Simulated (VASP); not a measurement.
# PdPt2Se6 (P-31m) in VASP: single point with PBE

Aim: the single point of PdPt2Se6 with PBE.

All numbers are computed with VASP 6.6.1; they aren't measurements. Logs are shortened: lines on timing, memory, paths and dates and some standing lists are left out, and cuts for length are marked.

### Step 1. The cell of the first run

It takes space group P-31m (No. 162, trigonal). Conventional cell: a = 6.568 Å, b = 6.568 Å, c = 5.177 Å, α = 90.00°, β = 90.00°, γ = 120.00°. Pd (site symmetry -3m) has 6 Se at 2.55 Å within 3.4 Å. Pt (site symmetry 32) has 6 Se at 2.54 Å within 3.3 Å. Within 3.5 Å of Se (site symmetry m) lie 2 Pt at 2.54 Å and 1 Pd at 2.55 Å and 6 Se at 3.37 to 3.41 Å.

### Step 2. Single point, PBE

Input file INCAR:

```
PREC = Accurate
ENCUT = 520
EDIFF = 1E-6
ISMEAR = 0
SIGMA = 0.1
LREAL = F
LASPH = T
NELM = 100
ALGO = Normal
ISIF = 2
LWAVE = F
LCHARG = F
GGA = PE
NBANDS = 43
```

Input file KPOINTS:

```
Automatic mesh
0
Gamma
  6 6 8
```

Input file POSCAR:

```
PdPt2Se6
1.0
    6.5682891864      0.0000000000      0.0000000000
   -3.2841445932      5.6883052948      0.0000000000
    0.0000000000      0.0000000000      5.1773765487
Pd Pt Se
1 2 6
Direct
    0.0000000000      0.0000000000      0.0000000000
    0.3333333333      0.6666666667      0.0000000000
    0.6666666667      0.3333333333      0.0000000000
    0.3356201862      0.0000000000      0.2492540173
    0.0000000000      0.3356201862      0.2492540173
    0.6643798138      0.6643798138      0.2492540173
    0.6643798138      0.0000000000      0.7507459827
    0.3356201862      0.3356201862      0.7507459827
    0.0000000000      0.6643798138      0.7507459827
```

Potentials or basis: VASP PAW PBE potentials, release 64 (Pd, Pt, Se).

On the command line:

```bash
> cat potpaw_PBE.64/Pd/POTCAR potpaw_PBE.64/Pt/POTCAR potpaw_PBE.64/Se/POTCAR > POTCAR
> mpirun -np 1 vasp_std > vasp.out
```

OUTCAR:

```text
PREC = Accurate
   ENCUT = 520
   EDIFF = 1E-6
   ISMEAR = 0
   LREAL = F
   LASPH = T
   NELM = 100
   ISIF = 2
   GGA = PE

 ion  position               nearest neighbor table
   1  0.000  0.000  0.000-   5 2.55   6 2.55   8 2.55   9 2.55   4 2.55   7 2.55
   2  0.333  0.667  0.000-   4 2.54   9 2.54   7 2.54   5 2.54   8 2.54   6 2.54
   3  0.667  0.333  0.000-   7 2.54   5 2.54   4 2.54   9 2.54   6 2.54   8 2.54
   4  0.336  0.000  0.249-   2 2.54   3 2.54   1 2.55
   5  0.000  0.336  0.249-   3 2.54   2 2.54   1 2.55
   6  0.664  0.664  0.249-   3 2.54   2 2.54   1 2.55
   7  0.664  0.000  0.751-   3 2.54   2 2.54   1 2.55
   8  0.336  0.336  0.751-   2 2.54   3 2.54   1 2.55
   9  0.000  0.664  0.751-   2 2.54   3 2.54   1 2.55

  LATTYP: Found a hexagonal cell.
 ALAT       =     6.5682891864
 C/A-ratio  =     0.7882382157

  Lattice vectors:

 A1 = (   6.5682891864,   0.0000000000,   0.0000000000)
 A2 = (  -3.2841445932,   5.6883052948,   0.0000000000)
 A3 = (   0.0000000000,   0.0000000000,   5.1773765487)

Analysis of symmetry for initial positions (statically):
=====================================================================
 Subroutine PRICEL returns:
 Original cell was already a primitive cell.

 Routine SETGRP: Setting up the symmetry group for a
 hexagonal supercell.

 Subroutine GETGRP returns: Found 12 space group operations
 (whereof 12 operations were pure point group operations)
 out of a pool of 24 trial point group operations.

The static configuration has the point symmetry D_3d.

Analysis of symmetry for dynamics (positions and initial velocities):
=====================================================================
 Subroutine PRICEL returns:
 Original cell was already a primitive cell.

 Routine SETGRP: Setting up the symmetry group for a
 hexagonal supercell.

 Subroutine GETGRP returns: Found 12 space group operations
 (whereof 12 operations were pure point group operations)
 out of a pool of 24 trial point group operations.

The dynamic configuration has the point symmetry D_3d.

 Subroutine INISYM returns: Found 12 space group operations
 (whereof 12 operations are pure point group operations),
 and found     1 'primitive' translations

----------------------------------------------------------------------------------------

                                     Primitive cell

  volume of cell :     193.4394

  direct lattice vectors                    reciprocal lattice vectors
     6.568289186  0.000000000  0.000000000     0.152246646  0.087899642  0.000000000
    -3.284144593  5.688305295  0.000000000     0.000000000  0.175799284  0.000000000
     0.000000000  0.000000000  5.177376549     0.000000000  0.000000000  0.193148014

  length of vectors
     6.568289186  6.568289186  5.177376549     0.175799284  0.175799284  0.193148014

  position of ions in fractional coordinates (direct lattice)
     0.000000000  0.000000000  0.000000000
     0.333333333  0.666666667  0.000000000
     0.666666667  0.333333333  0.000000000
     0.335620186  0.000000000  0.249254017
     0.000000000  0.335620186  0.249254017
     0.664379814  0.664379814  0.249254017
     0.664379814  0.000000000  0.750745983
     0.335620186  0.335620186  0.750745983
     0.000000000  0.664379814  0.750745983

  ion indices of the primitive-cell ions
   primitive index   ion index
                 1           1
                 2           2
                 3           3
                 4           4
                 5           5
                 6           6
                 7           7
                 8           8
                 9           9

----------------------------------------------------------------------------------------

 KPOINTS: Automatic mesh

Automatic generation of k-mesh.
 Grid dimensions read from file:
 generate k-points for:    6    6    8

 Generating k-lattice:

  Cartesian coordinates                     Fractional coordinates (reciprocal lattice)
     0.025374441  0.014649940  0.000000000     0.166666667  0.000000000  0.000000000
     0.000000000  0.029299881  0.000000000     0.000000000  0.166666667  0.000000000
     0.000000000  0.000000000  0.024143502     0.000000000  0.000000000  0.125000000

  Length of vectors
     0.029299881  0.029299881  0.024143502

  Shift w.r.t. Gamma in fractional coordinates (k-lattice)
     0.000000000  0.000000000  0.000000000

 Subroutine IBZKPT returns following result:
 ===========================================

 Found     44 irreducible k-points:

 Following reciprocal coordinates:
            Coordinates               Weight
  0.000000  0.000000  0.000000      1.000000
  0.166667 -0.000000  0.000000      6.000000
  0.333333 -0.000000  0.000000      6.000000
  0.500000  0.000000  0.000000      3.000000
  0.166667  0.166667  0.000000      6.000000
  0.333333  0.166667  0.000000     12.000000
[... 16 lines left out ...]
 -0.166667  0.333333  0.250000      6.000000
  0.333333  0.166667  0.250000     12.000000
 [... further k-points ...]
   k-points           NKPTS =     44   k-points in BZ     NKDIM =     44   number of bands    NBANDS=     43
   number of dos      NEDOS =    301   number of ions     NIONS =      9
   total plane-waves  NPLWV = 100000
   dimension x,y,z NGX =    50 NGY =   50 NGZ =   40
   dimension x,y,z NGXF=   100 NGYF=  100 NGZF=   80
   ions per type =               1   2   6
   NGX,Y,Z   is equivalent  to a cutoff of  12.66, 12.66, 12.84 a.u.
   NGXF,Y,Z  is equivalent  to a cutoff of  25.31, 25.31, 25.69 a.u.
 SYSTEM =  unknown system
   PREC   = accura    normal or accurate (medium, high low for compatibility)
   ISTART =      0    job   : 0-new  1-cont  2-samecut
   ICHARG =      2    charge: 1-file 2-atom 10-const
   ISPIN  =      1    spin polarized calculation?
   LNONCOLLINEAR =      F non collinear calculations
   LSORBIT =      F    spin-orbit coupling
   LASPH  =      T    aspherical Exc in radial PAW
   ENCUT  =  520.0 eV  38.22 Ry    6.18 a.u.  12.21 12.21  9.63*2*pi/ulx,y,z
   NELM   =    100;   NELMIN=  2; NELMDL= -5     # of ELM steps
   EDIFF  = 0.1E-05   stopping-criterion for ELM
   LREAL  =      F    real-space projection
   EDIFFG = 0.1E-04   stopping-criterion for IOM
   NSW    =      0    number of steps for IOM
   IBRION =     -1    ionic relax: 0-MD 1-quasi-New 2-CG
   NFREE  =      0    steps in history (QN), initial steepest desc. (CG)
   ISIF   =      2    stress and relaxation
   ISYM   =      2    0-nonsym 1-usesym 2-fastsym
   POTIM  = 0.5000    time-step for ionic-motion
   TEBEG  =    0.0;   TEEND  =   0.0 temperature during run
   PSTRESS=    0.0 pullay stress
   NELECT =      66.0000    total number of electrons
   NUPDOWN=      -1.0000    fix difference up-down
   EMIN   =  10.00;   EMAX   =-10.00  energy-range for DOS
   EFERMI =   0.00;   METHOD = LEGACY
   ISMEAR =     0;   SIGMA  =   0.10  broadening in eV -4-tet -1-fermi 0-gaus
   EFERMI_NEDOS =   21; number of points for ismear=-14 and -15
   IALGO  =     38    algorithm
   IMIX   =      4    mixing-type and parameters
     AMIX     =   0.40;   BMIX     =  1.00
     AMIX_MAG =   1.60;   BMIX_MAG =  1.00
  volume/ion in A,a.u.               =      21.49       145.04
  Fermi-wavevector in a.u.,A,eV,Ry     =   1.143952  2.161756 17.804943  1.308626
  Thomas-Fermi vector in A             =   2.280646
   LORBIT       =      0    0 simple, 1 ext, 2 COOP (PROOUT), +10 PAW based schemes
   GGA     = PE    functional components
   LHFCALC =     F    Hartree Fock is set to
   AEXX    =    0.0000 exact exchange contribution
   IVDW    =     0    specifies the selected vdW correction
   LEPSILON=     F    determine dielectric tensor
   LRPA    =     F    only Hartree local field effects (RPA)
 non-spin polarized calculation
 Gauss-broadening in eV      SIGMA  =   0.10
  energy-cutoff  :      520.00
  volume of cell :      193.44
 maximum number of plane-waves:      5232
 NGX is ok and might be reduce to    50
   NGX = 25   NGY = 25   NGZ = 19

 number of electron      66.0000001 magnetization

 Free energy of the ion-electron system (eV)
  ---------------------------------------------------
  ext. energy  EPLUGINS =         0.00000000
  ---------------------------------------------------
  free energy    TOTEN  =       -41.59531706 eV

  energy without entropy =      -41.58131397  energy(sigma->0) =      -41.58831551

 E-fermi :   5.4770     XC(G=0): -10.3112

 val. band max:        5.4744467867   @ k =  -0.1667   0.5000   0.2500
 cond. band min:       5.5112753076   @ k =   0.5000   0.0000   0.5000
 fundamental gap:      0.0368285210
 Fermi energy:         5.4770133671

 k-point     1 :       0.0000    0.0000    0.0000
  band No.  band energies     occupation
      1      -9.4583      2.00000
      2      -7.7146      2.00000
      3      -7.7146      2.00000
      4      -7.7140      2.00000
      5      -7.7140      2.00000
      6      -7.0490      2.00000
[... 35 lines left out ...]
     42       9.6462      0.00000
     43      10.5405      0.00000

 k-point     2 :       0.1667   -0.0000    0.0000
  band No.  band energies     occupation
      1      -9.3681      2.00000
      2      -7.9175      2.00000
      3      -7.8104      2.00000
      4      -7.6755      2.00000
      5      -7.5915      2.00000
      6      -7.0810      2.00000
[... 35 lines left out ...]
     42      10.1183      0.00000
     43      10.8018      0.00000

 k-point     3 :       0.3333   -0.0000    0.0000
  band No.  band energies     occupation
      1      -9.1118      2.00000
      2      -8.2823      2.00000
      3      -7.8721      2.00000
      4      -7.7115      2.00000
      5      -7.4522      2.00000
      6      -7.1691      2.00000
[... 919 lines left out ...]
      6      -7.4661      2.00000
[... 35 lines left out ...]
     42      10.9513      0.00000
     43      11.3995      0.00000

 k-point    24 :       0.3333    0.1667    0.2500
  band No.  band energies     occupation
      1      -8.6863      2.00000
      2      -8.2772      2.00000
      3      -7.9537      2.00000
      4      -7.7320      2.00000
      5      -7.6110      2.00000
      6      -7.5378      2.00000
[... 35 lines left out ...]
     42      11.2268      0.00000
     43      11.4359      0.00000

 [... further k-points ...]
[... 5 lines left out ...]
  --------------------------------------------------------------------------------------
  -------------------------------------------------------------------------------------
  Total       -0.0291817     -0.0291817     -0.0602640     -0.0000000     -0.0000000      0.0000000
  in kB       -0.2416994     -0.2416994     -0.4991417     -0.0000000     -0.0000000      0.0000000
  external PRESSURE =      -0.3275135 kB  Pullay stress =       0.0000000 kB

 VOLUME and BASIS-vectors are now :
 -----------------------------------------------------------------------------
  energy-cutoff  :      520.00
  volume of cell :      193.44
      direct lattice vectors                 reciprocal lattice vectors
     6.568289186  0.000000000  0.000000000     0.152246646  0.087899642  0.000000000
    -3.284144593  5.688305295  0.000000000     0.000000000  0.175799284  0.000000000
     0.000000000  0.000000000  5.177376549     0.000000000  0.000000000  0.193148014

 POSITION                                       TOTAL-FORCE (eV/Angst)
 -----------------------------------------------------------------------------------
      0.00000      0.00000      0.00000         0.000000      0.000000      0.000000
     -0.00000      3.79220      0.00000         0.000000      0.000000      0.000000
      3.28414      1.89610      0.00000        -0.000000      0.000000     -0.000000
      2.20445      0.00000      1.29048         0.002266      0.000000      0.004550
     -1.10223      1.90911      1.29048        -0.001133      0.001962      0.004550
      2.18192      3.77920      1.29048        -0.001133     -0.001962      0.004550
      4.36384      0.00000      3.88689        -0.002266      0.000000     -0.004550
      1.10223      1.90911      3.88689         0.001133      0.001962     -0.004550
     -2.18192      3.77920      3.88689         0.001133     -0.001962     -0.004550
 -----------------------------------------------------------------------------------
    total drift:                                0.000000     -0.000000     -0.000000

  FREE ENERGIE OF THE ION-ELECTRON SYSTEM (eV)
  ---------------------------------------------------
  free  energy   TOTEN  =       -41.5953170624 eV

  energy  without entropy=      -41.5813139673  energy(sigma->0) =      -41.58831551
```

Wall time 14 min (1 thread of AMD EPYC 7R13, shared host); peak memory 0.49 GiB.

Results:

```
Free energy            : -41.5953 eV
Pressure               : 0.0 GPa
Largest force          : 0.005 eV/Å
Band gap on the k mesh : zero (bands 33 and 34 overlap by 0.31 eV)
```

Forces in eV/Å, atoms in the order of the input:
```
Pd   0.000  0.000  0.000
Pt   0.000  0.000  0.000
Pt   0.000  0.000  0.000
Se   0.002  0.000  0.005
Se  -0.001  0.002  0.005
Se  -0.001 -0.002  0.005
Se  -0.002  0.000 -0.005
Se   0.001  0.002 -0.005
Se   0.001 -0.002 -0.005
```

Levels at points of the mesh, in eV from the Fermi level:
| k point | band 29 | band 30 | band 31 | band 32 | band 33 | band 34 | band 35 | band 36 | band 37 | band 38 |
| --- | --- | --- | --- | --- | --- | --- | --- | --- | --- | --- |
| (0.00, 0.00, 0.00) | -1.50 | -1.50 | -0.76 | -0.76 | -0.19 | -0.19 | 0.20 | 0.20 | 0.56 | 1.42 |
| (0.50, 0.00, 0.00) | -2.11 | -2.09 | -1.92 | -0.40 | -0.21 | 0.34 | 0.79 | 0.88 | 1.24 | 1.69 |
| (0.00, 0.00, 0.50) | -2.18 | -2.18 | -1.45 | -1.17 | -1.17 | 1.55 | 1.55 | 2.05 | 2.05 | 2.21 |
| (0.50, 0.00, 0.50) | -1.39 | -1.35 | -1.25 | -1.15 | -1.06 | 0.03 | 0.42 | 1.03 | 1.10 | 1.46 |

Caveat: spin-orbit coupling is left out, which moves the levels of the heavy elements.

The gap in the log of VASP goes by the Fermi energy; the results here count the filled bands.